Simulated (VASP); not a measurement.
# BN (P6_3mc) in VASP: further runs

The runs below take BN through single point, with PBE, r2SCAN.

Program: VASP 6.6.1. These are calculated values, not measurements. Logs are shortened: lines on timing, memory, paths and dates and some standing lists are left out, and cuts for length are marked.

### Step 1. The cell of the first run

It takes space group P6_3mc (No. 186, hexagonal). Conventional cell: a = 2.544 Å, b = 2.544 Å, c = 4.208 Å, α = 90.00°, β = 90.00°, γ = 120.00°. Within 2.1 Å of B (site symmetry 3m) lie 4 N at 1.56 to 1.58 Å. Within 2.1 Å of N (site symmetry 3m) lie 4 B at 1.56 to 1.58 Å.

### Step 2. Single point, PBE

The input, INCAR:

```
ALGO = Normal ; EDIFF = 1E-7
ENCUT = 520 ; GGA = PE
ISIF = 2 ; ISMEAR = 0
LASPH = True ; LCHARG = False
LREAL = False ; LWAVE = False
NBANDS = 16 ; NELM = 60
PREC = Accurate ; SIGMA = 0.01
```

The input, KPOINTS:

```
k-points
0
Gamma
  12 12 6
```

The input, POSCAR:

```
BN
1.0
    2.5439493114      0.0000000000      0.0000000000
   -1.2719746557      2.2031247296      0.0000000000
    0.0000000000      0.0000000000      4.2078167820
B N
2 2
Direct
    0.6666666667      0.3333333333      0.0002035746
    0.3333333333      0.6666666667      0.5002035746
    0.6666666667      0.3333333333      0.3747964254
    0.3333333333      0.6666666667      0.8747964254
```

Potentials or basis: VASP PAW PBE potentials, release 64 (B, N).

Run with:

```console
$ cat potpaw_PBE.64/B/POTCAR potpaw_PBE.64/N/POTCAR > POTCAR
$ mpirun -np 1 vasp_std > vasp.out
```

OUTCAR:

```text
EDIFF = 1E-7
   ENCUT = 520
   GGA = PE
   ISIF = 2
   ISMEAR = 0
   LASPH = True
   LREAL = False
   NELM = 60
   PREC = Accurate

 ion  position               nearest neighbor table
   1  0.667  0.333  0.000-   4 1.56   4 1.56   4 1.56   3 1.58
   2  0.333  0.667  0.500-   3 1.56   3 1.56   3 1.56   4 1.58
   3  0.667  0.333  0.375-   2 1.56   2 1.56   2 1.56   1 1.58
   4  0.333  0.667  0.875-   1 1.56   1 1.56   1 1.56   2 1.58

  LATTYP: Found a hexagonal cell.
 ALAT       =     2.5439493114
 C/A-ratio  =     1.6540489872

  Lattice vectors:

 A1 = (   2.5439493114,   0.0000000000,   0.0000000000)
 A2 = (  -1.2719746557,   2.2031247296,   0.0000000000)
 A3 = (   0.0000000000,   0.0000000000,   4.2078167820)

Analysis of symmetry for initial positions (statically):
=====================================================================
 Subroutine PRICEL returns:
 Original cell was already a primitive cell.

 Routine SETGRP: Setting up the symmetry group for a
 hexagonal supercell.

 Subroutine GETGRP returns: Found 12 space group operations
 (whereof  6 operations were pure point group operations)
 out of a pool of 24 trial point group operations.

The static configuration has the point symmetry C_3v.
 The point group associated with its full space group is C_6v.

Analysis of symmetry for dynamics (positions and initial velocities):
=====================================================================
 Subroutine PRICEL returns:
 Original cell was already a primitive cell.

 Routine SETGRP: Setting up the symmetry group for a
 hexagonal supercell.

 Subroutine GETGRP returns: Found 12 space group operations
 (whereof  6 operations were pure point group operations)
 out of a pool of 24 trial point group operations.

The dynamic configuration has the point symmetry C_3v.
 The point group associated with its full space group is C_6v.

 Subroutine INISYM returns: Found 12 space group operations
 (whereof  6 operations are pure point group operations),
 and found     1 'primitive' translations

----------------------------------------------------------------------------------------

                                     Primitive cell

  volume of cell :      23.5833

  direct lattice vectors                    reciprocal lattice vectors
     2.543949311  0.000000000  0.000000000     0.393089593  0.226950382  0.000000000
    -1.271974656  2.203124730  0.000000000     0.000000000  0.453900765  0.000000000
     0.000000000  0.000000000  4.207816782     0.000000000  0.000000000  0.237652933

  length of vectors
     2.543949311  2.543949311  4.207816782     0.453900765  0.453900765  0.237652933

  position of ions in fractional coordinates (direct lattice)
     0.666666667  0.333333333  0.000203575
     0.333333333  0.666666667  0.500203575
     0.666666667  0.333333333  0.374796425
     0.333333333  0.666666667  0.874796425

  ion indices of the primitive-cell ions
   primitive index   ion index
                 1           1
                 2           2
                 3           3
                 4           4

----------------------------------------------------------------------------------------

 KPOINTS: k-points

Automatic generation of k-mesh.
 Grid dimensions read from file:
 generate k-points for:   12   12    6

 Generating k-lattice:

  Cartesian coordinates                     Fractional coordinates (reciprocal lattice)
     0.032757466  0.018912532  0.000000000     0.083333333  0.000000000  0.000000000
     0.000000000  0.037825064  0.000000000     0.000000000  0.083333333  0.000000000
     0.000000000  0.000000000  0.039608822     0.000000000  0.000000000  0.166666667

  Length of vectors
     0.037825064  0.037825064  0.039608822

  Shift w.r.t. Gamma in fractional coordinates (k-lattice)
     0.000000000  0.000000000  0.000000000

 Subroutine IBZKPT returns following result:
 ===========================================

 Found     76 irreducible k-points:

 Following reciprocal coordinates:
            Coordinates               Weight
  0.000000  0.000000  0.000000      1.000000
  0.083333  0.000000  0.000000      6.000000
  0.166667 -0.000000  0.000000      6.000000
  0.250000 -0.000000  0.000000      6.000000
  0.333333 -0.000000  0.000000      6.000000
  0.416667 -0.000000  0.000000      6.000000
[... 16 lines left out ...]
  0.250000 -0.000000  0.166667     12.000000
  0.333333 -0.000000  0.166667     12.000000
 [... further k-points ...]
   k-points           NKPTS =     76   k-points in BZ     NKDIM =     76   number of bands    NBANDS=     16
   number of dos      NEDOS =    301   number of ions     NIONS =      4
   total plane-waves  NPLWV =  12800
   dimension x,y,z NGX =    20 NGY =   20 NGZ =   32
   dimension x,y,z NGXF=    40 NGYF=   40 NGZF=   64
   ions per type =               2   2
   NGX,Y,Z   is equivalent  to a cutoff of  13.07, 13.07, 12.64 a.u.
   NGXF,Y,Z  is equivalent  to a cutoff of  26.14, 26.14, 25.29 a.u.
 SYSTEM =  unknown system
   PREC   = accura    normal or accurate (medium, high low for compatibility)
   ISTART =      0    job   : 0-new  1-cont  2-samecut
   ICHARG =      2    charge: 1-file 2-atom 10-const
   ISPIN  =      1    spin polarized calculation?
   LNONCOLLINEAR =      F non collinear calculations
   LSORBIT =      F    spin-orbit coupling
   LASPH  =      T    aspherical Exc in radial PAW
   ENCUT  =  520.0 eV  38.22 Ry    6.18 a.u.   4.73  4.73  7.82*2*pi/ulx,y,z
   NELM   =     60;   NELMIN=  2; NELMDL= -5     # of ELM steps
   EDIFF  = 0.1E-06   stopping-criterion for ELM
   LREAL  =      F    real-space projection
   EDIFFG = 0.1E-05   stopping-criterion for IOM
   NSW    =      0    number of steps for IOM
   IBRION =     -1    ionic relax: 0-MD 1-quasi-New 2-CG
   NFREE  =      0    steps in history (QN), initial steepest desc. (CG)
   ISIF   =      2    stress and relaxation
   ISYM   =      2    0-nonsym 1-usesym 2-fastsym
   POTIM  = 0.5000    time-step for ionic-motion
   TEBEG  =    0.0;   TEEND  =   0.0 temperature during run
   PSTRESS=    0.0 pullay stress
   NELECT =      16.0000    total number of electrons
   NUPDOWN=      -1.0000    fix difference up-down
   EMIN   =  10.00;   EMAX   =-10.00  energy-range for DOS
   EFERMI =   0.00;   METHOD = LEGACY
   ISMEAR =     0;   SIGMA  =   0.01  broadening in eV -4-tet -1-fermi 0-gaus
   EFERMI_NEDOS =   21; number of points for ismear=-14 and -15
   IALGO  =     38    algorithm
   IMIX   =      4    mixing-type and parameters
     AMIX     =   0.40;   BMIX     =  1.00
     AMIX_MAG =   1.60;   BMIX_MAG =  1.00
  volume/ion in A,a.u.               =       5.90        39.79
  Fermi-wavevector in a.u.,A,eV,Ry     =   1.438512  2.718393 28.154749  2.069316
  Thomas-Fermi vector in A             =   2.557470
   LORBIT       =      0    0 simple, 1 ext, 2 COOP (PROOUT), +10 PAW based schemes
   GGA     = PE    functional components
   LHFCALC =     F    Hartree Fock is set to
   AEXX    =    0.0000 exact exchange contribution
   IVDW    =     0    specifies the selected vdW correction
   LEPSILON=     F    determine dielectric tensor
   LRPA    =     F    only Hartree local field effects (RPA)
 non-spin polarized calculation
 Gauss-broadening in eV      SIGMA  =   0.01
  energy-cutoff  :      520.00
  volume of cell :       23.58
 maximum number of plane-waves:       652
 NGX is ok and might be reduce to    20
   NGX =  9   NGY =  9   NGZ = 15

 number of electron      16.0000000 magnetization

 Free energy of the ion-electron system (eV)
  ---------------------------------------------------
  ext. energy  EPLUGINS =         0.00000000
  ---------------------------------------------------
  free energy    TOTEN  =       -34.82759280 eV

  energy without entropy =      -34.82759280  energy(sigma->0) =      -34.82759280

 E-fermi :   7.7131     XC(G=0): -12.8219

 val. band max:        7.5827099865   @ k =   0.0000   0.0000   0.0000
 cond. band min:      12.7723892042   @ k =   0.3333   0.3333   0.0000
 fundamental gap:      5.1896792177
 Fermi energy:         7.7130594793

 k-point     1 :       0.0000    0.0000    0.0000
  band No.  band energies     occupation
      1     -12.8455      2.00000
      2      -8.6822      2.00000
      3      -3.3541      2.00000
      4       5.4547      2.00000
      5       5.4547      2.00000
      6       7.3144      2.00000
[... 8 lines left out ...]
     15      19.5006      0.00000
     16      23.8289      0.00000

 k-point     2 :       0.0833    0.0000    0.0000
  band No.  band energies     occupation
      1     -12.6940      2.00000
      2      -8.5661      2.00000
      3      -3.2041      2.00000
      4       4.7614      2.00000
      5       5.1711      2.00000
      6       7.0068      2.00000
[... 8 lines left out ...]
     15      19.9425      0.00000
     16      23.5977      0.00000

 k-point     3 :       0.1667   -0.0000    0.0000
  band No.  band energies     occupation
      1     -12.2445      2.00000
      2      -8.2336      2.00000
      3      -2.7597      2.00000
      4       3.0946      2.00000
      5       4.5059      2.00000
      6       5.5914      2.00000
[... 8 lines left out ...]
     15      21.0925      0.00000
     16      22.9310      0.00000

 k-point     4 :       0.2500   -0.0000    0.0000
  band No.  band energies     occupation
      1     -11.5141      2.00000
      2      -7.7474      2.00000
      3      -2.0421      2.00000
      4       1.1206      2.00000
      5       3.7615      2.00000
      6       3.8209      2.00000
[... 8 lines left out ...]
     15      22.5801      0.00000
     16      23.0317      0.00000

 k-point     5 :       0.3333   -0.0000    0.0000
  band No.  band energies     occupation
      1     -10.5445      2.00000
      2      -7.2758      2.00000
      3      -1.1167      2.00000
      4      -0.6323      2.00000
      5       2.0504      2.00000
      6       3.1349      2.00000
[... 8 lines left out ...]
     15      23.4152      0.00000
     16      24.0192      0.00000

 k-point     6 :       0.4167   -0.0000    0.0000
  band No.  band energies     occupation
      1      -9.4498      2.00000
      2      -7.1787      2.00000
      3      -1.7155      2.00000
      4      -0.1195      2.00000
      5       0.6290      2.00000
      6       2.7281      2.00000
[... 8 lines left out ...]
     15      23.7757      0.00000
     16      25.0544      0.00000
[... 267 lines left out ...]
 k-point    21 :       0.0833    0.0000    0.1667
  band No.  band energies     occupation
      1     -12.5282      2.00000
      2      -9.1256      2.00000
      3      -2.3557      2.00000
      4       4.8855      2.00000
      5       5.2937      2.00000
      6       6.2398      2.00000
[... 8 lines left out ...]
     15      19.6312      0.00000
     16      23.2654      0.00000

 k-point    22 :       0.1667   -0.0000    0.1667
  band No.  band energies     occupation
      1     -12.0811      2.00000
      2      -8.7641      2.00000
      3      -1.9644      2.00000
      4       3.2396      2.00000
      5       4.6377      2.00000
      6       5.1508      2.00000
[... 8 lines left out ...]
     15      20.7768      0.00000
     16      22.9156      0.00000

 k-point    23 :       0.2500   -0.0000    0.1667
  band No.  band energies     occupation
      1     -11.3557      2.00000
      2      -8.2188      2.00000
      3      -1.3934      2.00000
      4       1.3395      2.00000
      5       3.3860      2.00000
      6       3.9006      2.00000
[... 8 lines left out ...]
     15      22.2437      0.00000
     16      23.1100      0.00000

 k-point    24 :       0.3333   -0.0000    0.1667
  band No.  band energies     occupation
      1     -10.3962      2.00000
      2      -7.6332      2.00000
      3      -1.2476      2.00000
      4       0.2028      2.00000
      5       1.6021      2.00000
      6       3.2788      2.00000
[... 8 lines left out ...]
     15      23.6346      0.00000
     16      23.9118      0.00000

 [... further k-points ...]

------------------------ aborting loop because EDIFF is reached ----------------------------------------

  FORCE on cell =-STRESS in cart. coord.  units (eV):
  Direction    XX          YY          ZZ          XY          YZ          ZX
  --------------------------------------------------------------------------------------
  -------------------------------------------------------------------------------------
  Total        0.7345527      0.7345527      0.7102272     -0.0000000      0.0000000      0.0000000
  in kB       49.9032920     49.9032920     48.2506873     -0.0000000      0.0000000      0.0000000
  external PRESSURE =      49.3524238 kB  Pullay stress =       0.0000000 kB

 VOLUME and BASIS-vectors are now :
 -----------------------------------------------------------------------------
  energy-cutoff  :      520.00
  volume of cell :       23.58
      direct lattice vectors                 reciprocal lattice vectors
     2.543949311  0.000000000  0.000000000     0.393089593  0.226950382  0.000000000
    -1.271974656  2.203124730  0.000000000     0.000000000  0.453900765  0.000000000
     0.000000000  0.000000000  4.207816782     0.000000000  0.000000000  0.237652933

 POSITION                                       TOTAL-FORCE (eV/Angst)
 -----------------------------------------------------------------------------------
      1.27197      0.73437      0.00086        -0.000000      0.000000      0.008806
     -0.00000      1.46875      2.10476         0.000000      0.000000      0.008806
      1.27197      0.73437      1.57707        -0.000000     -0.000000     -0.008806
     -0.00000      1.46875      3.68098         0.000000      0.000000     -0.008806
 -----------------------------------------------------------------------------------
    total drift:                               -0.000000     -0.000000     -0.000186

  FREE ENERGIE OF THE ION-ELECTRON SYSTEM (eV)
  ---------------------------------------------------
  free  energy   TOTEN  =       -34.8275927966 eV

  energy  without entropy=      -34.8275927966  energy(sigma->0) =      -34.82759280
```

Run time: 23 s. Hardware: 1 thread of Intel Xeon 6975P-C (Granite Rapids), shared host; peak memory 0.14 GiB.

Results:

```
Free energy            : -34.8276 eV
Pressure               : 4.9 GPa
Largest force          : 0.009 eV/Å
Band gap on the k mesh : 5.19 eV (least direct gap 8.30 eV)
```

Forces in eV/Å, atoms in the order of the input:
```
B    0.000  0.000  0.009
B    0.000  0.000  0.009
N    0.000  0.000 -0.009
N    0.000  0.000 -0.009
```

Caveat: the cell stands under pressure.

### Step 3. Single point, r2SCAN (5.72 Å³/atom)

This run uses another cell than the first one, of 5.72 Å³/atom.

The input, POSCAR:

```
BN
1.0
    2.5182510967      0.0000000000      0.0000000000
   -1.2591255483      2.1808694229      0.0000000000
    0.0000000000      0.0000000000      4.1653106761
B N
2 2
Direct
    0.6666666667      0.3333333333      0.0002035746
    0.3333333333      0.6666666667      0.5002035746
    0.6666666667      0.3333333333      0.3747964254
    0.3333333333      0.6666666667      0.8747964254
```

The input, INCAR.step1:

```
SYSTEM = BN
PREC = Accurate
ENCUT = 520
ISMEAR = 0
SIGMA = 0.01
LREAL = .FALSE.
LASPH = .TRUE.
NELM = 100
NBANDS = 16
GGA = PE
ALGO = Normal
EDIFF = 1E-4
LWAVE = .TRUE.
LCHARG = .FALSE.
```

The input, INCAR.step2:

```
SYSTEM = BN
PREC = Accurate
ENCUT = 520
EDIFF = 1E-6
ISMEAR = 0
SIGMA = 0.01
LREAL = .FALSE.
LASPH = .TRUE.
NELM = 100
ALGO = Normal
ISIF = 2
LWAVE = .FALSE.
LCHARG = .FALSE.
METAGGA = R2SCAN
LMIXTAU = .TRUE.
NBANDS = 16
ISTART = 1
```

The input, KPOINTS:

```
regular mesh
0
G
  9 9 6
  0 0 0
```

Potentials or basis: VASP PAW PBE potentials, release 64 (B, N).

Run with:

```console
$ cat potpaw_PBE.64/B/POTCAR potpaw_PBE.64/N/POTCAR > POTCAR
$ cp INCAR.step1 INCAR
$ mpirun -np 1 vasp_std > vasp.out
$ cp INCAR.step2 INCAR
$ mpirun -np 1 vasp_std > vasp.out
```

Run time: 50 s. Hardware: 1 thread of Intel Xeon 6975P-C (Granite Rapids), shared host; peak memory 0.14 GiB.

The run converged. Its results:

```yaml
Free_energy: -38.2320 eV
Pressure: 13.9 GPa
Largest_force: 0.027 eV/Å
Band_gap_on_the_k_mesh: 5.67 eV (least direct gap 9.13 eV)
```

Forces in eV/Å, atoms in the order of the input:
```
B    0.000  0.000  0.027
B    0.000  0.000  0.027
N    0.000  0.000 -0.027
N    0.000  0.000 -0.027
```

Stress tensor (GPa, compression positive):
```
13.81  0.00  0.00
 0.00 13.81  0.00
 0.00  0.00 13.94
```

Levels at points of the mesh, in eV from the valence-band top:
| k point | band 4 | band 5 | band 6 | band 7 | band 8 | band 9 | band 10 | band 11 | band 12 | band 13 |
| --- | --- | --- | --- | --- | --- | --- | --- | --- | --- | --- |
| (0.00, 0.00, 0.00) | -2.28 | -2.28 | -0.28 | 0.00 | 0.00 | 9.20 | 9.20 | 9.49 | 10.61 | 12.05 |
| (0.00, 0.00, 0.50) | -6.10 | -1.26 | -1.26 | -1.26 | -1.26 | 10.54 | 10.54 | 10.86 | 10.86 | 10.86 |

Caveat: the cell stands under pressure; the PAW data sets were made with another functional, which shifts forces and pressure a little; an odd mesh through Γ misses points on the zone boundary, where band edges can lie.
